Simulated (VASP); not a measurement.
# Ru (P6_3/mmc) in VASP: notebook

Runs on Ru. Level: PBEsol. Tasks: single point.

Program: VASP 6.6.1. These are calculated values, not measurements. Logs are shortened: lines on timing, memory, paths and dates and some standing lists are left out, and cuts for length are marked.

## (1) The cell of the first run

Symmetry: P6_3/mmc, No. 194, hexagonal system. Conventional cell: a = 2.651 Å, b = 2.651 Å, c = 4.194 Å, α = 90.00°, β = 90.00°, γ = 120.00°. Ru (site symmetry -6m2) has 12 Ru at 2.60 to 2.65 Å within 3.4 Å.

## (2) Single point, PBEsol (12.76 Å³/atom)

The input, INCAR:

```
ALGO = Normal
EDIFF = 1E-6
ENCUT = 520
GGA = PS
ISIF = 2
ISMEAR = -1
LASPH = True
LCHARG = False
LREAL = False
LWAVE = False
NBANDS = 21
NELM = 100
PREC = Accurate
SIGMA = 0.03
```

The input, KPOINTS:

```
k-points
0
Gamma
  14 14 8
```

The input, POSCAR:

```
Ru
1.0
    2.6505634408      0.0000000000      0.0000000000
   -1.3252817204      2.2954552741      0.0000000000
    0.0000000000      0.0000000000      4.1944897589
Ru
2
Direct
    0.3333333333      0.6666666667      0.2500000000
    0.6666666667      0.3333333333      0.7500000000
```

Potentials or basis: VASP PAW PBE potentials, release 64 (Ru_pv).

Command:

```sh
cat potpaw_PBE.64/Ru_pv/POTCAR > POTCAR
mpirun -np 1 vasp_std > vasp.out
```

OUTCAR:

```text
EDIFF = 1E-6
   ENCUT = 520
   GGA = PS
   ISIF = 2
   ISMEAR = -1
   LASPH = True
   LREAL = False
   NELM = 100
   PREC = Accurate

 ion  position               nearest neighbor table
   1  0.333  0.667  0.250-   2 2.60   2 2.60   2 2.60   2 2.60   2 2.60   2 2.60
   2  0.667  0.333  0.750-   1 2.60   1 2.60   1 2.60   1 2.60   1 2.60   1 2.60

  LATTYP: Found a hexagonal cell.
 ALAT       =     2.6505634408
 C/A-ratio  =     1.5824898564

  Lattice vectors:

 A1 = (   2.6505634408,   0.0000000000,   0.0000000000)
 A2 = (  -1.3252817204,   2.2954552741,   0.0000000000)
 A3 = (   0.0000000000,   0.0000000000,   4.1944897589)

Analysis of symmetry for initial positions (statically):
=====================================================================
 Subroutine PRICEL returns:
 Original cell was already a primitive cell.

 Routine SETGRP: Setting up the symmetry group for a
 hexagonal supercell.

 Subroutine GETGRP returns: Found 24 space group operations
 (whereof 12 operations were pure point group operations)
 out of a pool of 24 trial point group operations.

The static configuration has the point symmetry D_3d.
 The point group associated with its full space group is D_6h.

Analysis of symmetry for dynamics (positions and initial velocities):
=====================================================================
 Subroutine PRICEL returns:
 Original cell was already a primitive cell.

 Routine SETGRP: Setting up the symmetry group for a
 hexagonal supercell.

 Subroutine GETGRP returns: Found 24 space group operations
 (whereof 12 operations were pure point group operations)
 out of a pool of 24 trial point group operations.

The dynamic configuration has the point symmetry D_3d.
 The point group associated with its full space group is D_6h.

 Subroutine INISYM returns: Found 24 space group operations
 (whereof 12 operations are pure point group operations),
 and found     1 'primitive' translations

----------------------------------------------------------------------------------------

                                     Primitive cell

  volume of cell :      25.5203

  direct lattice vectors                    reciprocal lattice vectors
     2.650563441  0.000000000  0.000000000     0.377278274  0.217821713  0.000000000
    -1.325281720  2.295455274  0.000000000     0.000000000  0.435643426  0.000000000
     0.000000000  0.000000000  4.194489759     0.000000000  0.000000000  0.238408020

  length of vectors
     2.650563441  2.650563441  4.194489759     0.435643426  0.435643426  0.238408020

  position of ions in fractional coordinates (direct lattice)
     0.333333333  0.666666667  0.250000000
     0.666666667  0.333333333  0.750000000

  ion indices of the primitive-cell ions
   primitive index   ion index
                 1           1
                 2           2

----------------------------------------------------------------------------------------

 KPOINTS: k-points

Automatic generation of k-mesh.
 Grid dimensions read from file:
 generate k-points for:   14   14    8

 Generating k-lattice:

  Cartesian coordinates                     Fractional coordinates (reciprocal lattice)
     0.026948448  0.015558694  0.000000000     0.071428571  0.000000000  0.000000000
     0.000000000  0.031117388  0.000000000     0.000000000  0.071428571  0.000000000
     0.000000000  0.000000000  0.029801003     0.000000000  0.000000000  0.125000000

  Length of vectors
     0.031117388  0.031117388  0.029801003

  Shift w.r.t. Gamma in fractional coordinates (k-lattice)
     0.000000000  0.000000000  0.000000000

 Subroutine IBZKPT returns following result:
 ===========================================

 Found    120 irreducible k-points:

 Following reciprocal coordinates:
            Coordinates               Weight
  0.000000  0.000000  0.000000      1.000000
  0.071429  0.000000  0.000000      6.000000
  0.142857 -0.000000  0.000000      6.000000
  0.214286  0.000000  0.000000      6.000000
  0.285714  0.000000  0.000000      6.000000
  0.357143  0.000000  0.000000      6.000000
[... 16 lines left out ...]
  0.285714  0.285714  0.000000      6.000000
  0.357143  0.285714  0.000000      6.000000
 [... further k-points ...]
   k-points           NKPTS =    120   k-points in BZ     NKDIM =    120   number of bands    NBANDS=     21
   number of dos      NEDOS =    301   number of ions     NIONS =      2
   total plane-waves  NPLWV =  12800
   dimension x,y,z NGX =    20 NGY =   20 NGZ =   32
   dimension x,y,z NGXF=    40 NGYF=   40 NGZF=   64
   ions per type =               2
   NGX,Y,Z   is equivalent  to a cutoff of  12.54, 12.54, 12.68 a.u.
   NGXF,Y,Z  is equivalent  to a cutoff of  25.09, 25.09, 25.37 a.u.
 SYSTEM =  unknown system
   PREC   = accura    normal or accurate (medium, high low for compatibility)
   ISTART =      0    job   : 0-new  1-cont  2-samecut
   ICHARG =      2    charge: 1-file 2-atom 10-const
   ISPIN  =      1    spin polarized calculation?
   LNONCOLLINEAR =      F non collinear calculations
   LSORBIT =      F    spin-orbit coupling
   LASPH  =      T    aspherical Exc in radial PAW
   ENCUT  =  520.0 eV  38.22 Ry    6.18 a.u.   4.93  4.93  7.80*2*pi/ulx,y,z
   NELM   =    100;   NELMIN=  2; NELMDL= -5     # of ELM steps
   EDIFF  = 0.1E-05   stopping-criterion for ELM
   LREAL  =      F    real-space projection
   EDIFFG = 0.1E-04   stopping-criterion for IOM
   NSW    =      0    number of steps for IOM
   IBRION =     -1    ionic relax: 0-MD 1-quasi-New 2-CG
   NFREE  =      0    steps in history (QN), initial steepest desc. (CG)
   ISIF   =      2    stress and relaxation
   ISYM   =      2    0-nonsym 1-usesym 2-fastsym
   POTIM  = 0.5000    time-step for ionic-motion
   TEBEG  =    0.0;   TEEND  =   0.0 temperature during run
   PSTRESS=    0.0 pullay stress
   NELECT =      28.0000    total number of electrons
   NUPDOWN=      -1.0000    fix difference up-down
   EMIN   =  10.00;   EMAX   =-10.00  energy-range for DOS
   EFERMI =   0.00;   METHOD = LEGACY
   ISMEAR =    -1;   SIGMA  =   0.03  broadening in eV -4-tet -1-fermi 0-gaus
   EFERMI_NEDOS =   21; number of points for ismear=-14 and -15
   IALGO  =     38    algorithm
   IMIX   =      4    mixing-type and parameters
     AMIX     =   0.40;   BMIX     =  1.00
     AMIX_MAG =   1.60;   BMIX_MAG =  1.00
  volume/ion in A,a.u.               =      12.76        86.11
  Fermi-wavevector in a.u.,A,eV,Ry     =   1.688491  3.190786 38.790241  2.851002
  Thomas-Fermi vector in A             =   2.770788
   LORBIT       =      0    0 simple, 1 ext, 2 COOP (PROOUT), +10 PAW based schemes
   GGA     = PS    functional components
   LHFCALC =     F    Hartree Fock is set to
   AEXX    =    0.0000 exact exchange contribution
   IVDW    =     0    specifies the selected vdW correction
   LEPSILON=     F    determine dielectric tensor
   LRPA    =     F    only Hartree local field effects (RPA)
 non-spin polarized calculation
  energy-cutoff  :      520.00
  volume of cell :       25.52
 maximum number of plane-waves:       703
 NGX is ok and might be reduce to    20
   NGX =  9   NGY =  9   NGZ = 15

 number of electron      27.9999992 magnetization

 Free energy of the ion-electron system (eV)
  ---------------------------------------------------
  ext. energy  EPLUGINS =         0.00000000
  ---------------------------------------------------
  free energy    TOTEN  =       -20.28224987 eV

  energy without entropy =      -20.27604546  energy(sigma->0) =      -20.27914766

 E-fermi :  13.8529     XC(G=0): -14.6683

 val. band max:       13.8323243927   @ k =   0.1429   0.1429   0.2500
 cond. band min:      13.8617899862   @ k =   0.0000   0.0000   0.3750
 fundamental gap:      0.0294655936
 Fermi energy:        13.8528886453

 k-point     1 :       0.0000    0.0000    0.0000
  band No.  band energies     occupation
      1     -29.9967      2.00000
      2     -28.8397      2.00000
      3     -28.8397      2.00000
      4     -28.6328      2.00000
      5     -28.6328      2.00000
      6     -28.5886      2.00000
[... 13 lines left out ...]
     20      24.0775      0.00000
     21      24.9439      0.00000

 k-point     2 :       0.0714    0.0000    0.0000
  band No.  band energies     occupation
      1     -29.9753      2.00000
      2     -28.8859      2.00000
      3     -28.8553      2.00000
      4     -28.6810      2.00000
      5     -28.6389      2.00000
      6     -28.5984      2.00000
[... 13 lines left out ...]
     20      24.0774      0.00000
     21      24.9142      0.00000

 k-point     3 :       0.1429   -0.0000    0.0000
  band No.  band energies     occupation
      1     -29.9132      2.00000
      2     -29.0154      2.00000
      3     -28.8977      2.00000
      4     -28.8137      2.00000
      5     -28.6570      2.00000
      6     -28.6281      2.00000
[... 13 lines left out ...]
     20      24.0773      0.00000
     21      24.8079      0.00000

 k-point     4 :       0.2143    0.0000    0.0000
  band No.  band energies     occupation
      1     -29.8166      2.00000
      2     -29.2022      2.00000
      3     -28.9995      2.00000
      4     -28.9566      2.00000
      5     -28.6851      2.00000
      6     -28.6777      2.00000
[... 13 lines left out ...]
     20      24.0772      0.00000
     21      24.6237      0.00000

 k-point     5 :       0.2857    0.0000    0.0000
  band No.  band energies     occupation
      1     -29.6959      2.00000
      2     -29.4091      2.00000
      3     -29.1983      2.00000
      4     -29.0196      2.00000
      5     -28.7461      2.00000
      6     -28.7180      2.00000
[... 13 lines left out ...]
     20      24.0769      0.00000
     21      24.4143      0.00000
[... 382 lines left out ...]
     20      24.0785      0.00000
     21      24.8708      0.00000

 k-point    22 :       0.3571    0.2143    0.0000
  band No.  band energies     occupation
      1     -29.6531      2.00000
      2     -29.4379      2.00000
      3     -29.3107      2.00000
      4     -29.2909      2.00000
      5     -29.0206      2.00000
      6     -29.0076      2.00000
[... 13 lines left out ...]
     20      24.0776      0.00000
     21      24.1246      0.00000

 k-point    23 :       0.2857    0.2857    0.0000
  band No.  band energies     occupation
      1     -29.6049      2.00000
      2     -29.4469      2.00000
      3     -29.2933      2.00000
      4     -29.2918      2.00000
      5     -29.0746      2.00000
      6     -29.0354      2.00000
[... 13 lines left out ...]
     20      24.0788      0.00000
     21      24.0813      0.00000

 k-point    24 :       0.3571    0.2857    0.0000
  band No.  band energies     occupation
      1     -29.6086      2.00000
      2     -29.3833      2.00000
      3     -29.3778      2.00000
      4     -29.2175      2.00000
      5     -29.1188      2.00000
      6     -29.1037      2.00000
[... 13 lines left out ...]
     20      24.0789      0.00000
     21      24.0798      0.00000

 [... further k-points ...]

------------------------ aborting loop because EDIFF is reached ----------------------------------------

  FORCE on cell =-STRESS in cart. coord.  units (eV):
  Direction    XX          YY          ZZ          XY          YZ          ZX
  --------------------------------------------------------------------------------------
  -------------------------------------------------------------------------------------
  Total        2.7009625      2.7009625      2.5565271     -0.0000000      0.0000000     -0.0000000
  in kB      169.5676357    169.5676357    160.4999160     -0.0000000      0.0000000     -0.0000000
  external PRESSURE =     166.5450624 kB  Pullay stress =       0.0000000 kB

 VOLUME and BASIS-vectors are now :
 -----------------------------------------------------------------------------
  energy-cutoff  :      520.00
  volume of cell :       25.52
      direct lattice vectors                 reciprocal lattice vectors
     2.650563441  0.000000000  0.000000000     0.377278274  0.217821713  0.000000000
    -1.325281720  2.295455274  0.000000000     0.000000000  0.435643426  0.000000000
     0.000000000  0.000000000  4.194489759     0.000000000  0.000000000  0.238408020

 POSITION                                       TOTAL-FORCE (eV/Angst)
 -----------------------------------------------------------------------------------
     -0.00000      1.53030      1.04862        -0.000000      0.000000      0.000000
      1.32528      0.76515      3.14587         0.000000     -0.000000      0.000000
 -----------------------------------------------------------------------------------
    total drift:                               -0.000000      0.000000     -0.000000

  FREE ENERGIE OF THE ION-ELECTRON SYSTEM (eV)
  ---------------------------------------------------
  free  energy   TOTEN  =       -20.2822498666 eV

  energy  without entropy=      -20.2760454607  energy(sigma->0) =      -20.27914766
```

It took 61 s on 1 thread of Intel Xeon 8259CL, shared host; peak memory 0.17 GiB.

Results:

* Free energy: -20.2822 eV
* Pressure: 16.7 GPa
* Band gap on the k mesh: zero (bands 14 and 15 overlap by 3.47 eV)

Stress tensor (GPa, compression positive):
```
16.96  0.00  0.00
 0.00 16.96  0.00
 0.00  0.00 16.05
```

Caveat: the cell stands under pressure; the PAW data sets were made with another functional, which shifts forces and pressure a little.

## (3) Single point, PBEsol (13.03 Å³/atom)

This run uses another cell than the first one, of 13.03 Å³/atom.

The input, INCAR:

```
PREC     = Accurate       # precision mode
ENCUT    = 520            # plane-wave cutoff, eV
EDIFF    = 1E-7           # SCF threshold, eV
ISMEAR   = -1             # smearing method
SIGMA    = 0.03           # smearing width, eV
LREAL    = False          # projectors in reciprocal space
LASPH    = True           # aspherical terms in the spheres
NELM     = 100            # most SCF steps
ALGO     = Normal         # electronic algorithm
ISIF     = 2              # what is computed and relaxed
LWAVE    = False          # write WAVECAR
LCHARG   = False          # write CHGCAR
GGA      = PS             # functional
NBANDS   = 21             # bands
```

The input, KPOINTS:

```
regular mesh
0
Gamma
  14 14 8
```

The input, POSCAR:

```
Ru
1.0
    2.6692299955      0.0000000000      0.0000000000
   -1.3346149977      2.3116209847      0.0000000000
    0.0000000000      0.0000000000      4.2240293924
Ru
2
Direct
    0.3333333333      0.6666666667      0.2500000000
    0.6666666667      0.3333333333      0.7500000000
```

Potentials or basis: VASP PAW PBE potentials, release 64 (Ru_pv).

Command:

```sh
cat potpaw_PBE.64/Ru_pv/POTCAR > POTCAR
mpirun -np 1 vasp_std > vasp.out
```

Run time: 66 s. Hardware: 1 thread of Intel Xeon 8259CL, shared host; peak memory 0.17 GiB.

The run converged. Its results:

- Free energy: -20.3242 eV
- Pressure: 8.0 GPa
- Band gap on the k mesh: zero (bands 14 and 15 overlap by 3.36 eV)

Stress tensor (GPa, compression positive):
```
8.47 0.00 0.00
0.00 8.47 0.00
0.00 0.00 7.13
```

Levels at points of the mesh, in eV from the Fermi level:
```csv
k point,band 12,band 13,band 14,band 15,band 16,band 17
"(0.00, 0.00, 0.00)",-2.02,-2.02,-1.46,-1.46,1.28,1.28
"(0.50, 0.00, 0.00)",-1.88,-1.60,1.56,2.01,2.09,4.31
"(0.00, 0.00, 0.50)",-2.93,-2.86,-2.86,0.61,0.61,0.61
"(0.50, 0.00, 0.50)",-1.12,0.47,0.47,1.83,1.83,3.55
```

Caveat: the cell stands under pressure; the PAW data sets were made with another functional, which shifts forces and pressure a little.

## (4) Single point, PBEsol (13.30 Å³/atom)

This run uses another cell than the first one, of 13.30 Å³/atom.

The input, INCAR:

```
ALGO     = Normal         # electronic algorithm
EDIFF    = 1E-6           # SCF threshold, eV
ENCUT    = 520            # plane-wave cutoff, eV
GGA      = PS             # functional
ISIF     = 2              # what is computed and relaxed
ISMEAR   = -1             # smearing method
LASPH    = T              # aspherical terms in the spheres
LCHARG   = T              # write CHGCAR
LELF     = T              # ELF
LREAL    = F              # projectors in reciprocal space
LVHAR    = T            
LWAVE    = F              # write WAVECAR
NBANDS   = 21             # bands
NELM     = 100            # most SCF steps
PREC     = Accurate       # precision mode
SIGMA    = 0.03           # smearing width, eV
```

The input, KPOINTS:

```
k-points
0
Gamma
  14 14 8
```

The input, POSCAR:

```
Ru
1.0
    2.6876390600      0.0000000000      0.0000000000
   -1.3438195300      2.3275637022      0.0000000000
    0.0000000000      0.0000000000      4.2531615502
Ru
2
Direct
    0.3333333333      0.6666666667      0.2500000000
    0.6666666667      0.3333333333      0.7500000000
```

Command:

```sh
cat potpaw_PBE.64/Ru_pv/POTCAR > POTCAR
mpirun -np 1 vasp_std > vasp.out
```

It took 64 s on 1 thread of Intel Xeon 8259CL, shared host; peak memory 0.17 GiB.

The run converged. Its results:

```
Free energy            : -20.3387 eV
Pressure               : 0.5 GPa
Band gap on the k mesh : zero (bands 14 and 15 overlap by 3.25 eV)
```

Stress tensor (GPa, compression positive):
```
 1.04  0.00  0.00
 0.00  1.04  0.00
 0.00  0.00 -0.67
```

Levels at points of the mesh, in eV from the Fermi level:
```
           k point  band 11  band 12  band 13  band 14  band 15  band 16  band 17  band 18
(0.00, 0.00, 0.00)    -2.49    -1.96    -1.96    -1.42    -1.42     1.24     1.24     1.27
(0.50, 0.00, 0.00)    -2.13    -1.85    -1.56     1.51     1.94     2.01     4.19     6.26
(0.00, 0.00, 0.50)    -2.84    -2.84    -2.79    -2.79     0.59     0.59     0.59     0.59
(0.50, 0.00, 0.50)    -1.08    -1.08     0.46     0.46     1.77     1.77     3.46     3.46
```

Caveat: the PAW data sets were made with another functional, which shifts forces and pressure a little.

## (5) Overview

| cell | gap on the mesh (eV) | pressure (GPa) |
| --- | --- | --- |
| a = 2.651, b = 2.651, c = 4.194 Å, angles 90.0, 90.0, 120.0°, 2 atoms | none | 16.7 |
| a = 2.669, b = 2.669, c = 4.224 Å, angles 90.0, 90.0, 120.0°, 2 atoms | none | 8.0 |
| a = 2.688, b = 2.688, c = 4.253 Å, angles 90.0, 90.0, 120.0°, 2 atoms | none | 0.5 |

Alike in all rows: task single point; level PBEsol; potentials or basis VASP PAW PBE potentials, release 64 (Ru_pv); no spin polarisation; k mesh 14 × 14 × 8; cutoff (eV) 520; smearing fermi-dirac 0.03 eV.

Caveats: the PAW data sets were made with another functional, which shifts forces and pressure a little; the cell stands under pressure (at least some runs).

Total energies depend on the potentials used, so only differences within one code and one set of settings carry meaning.
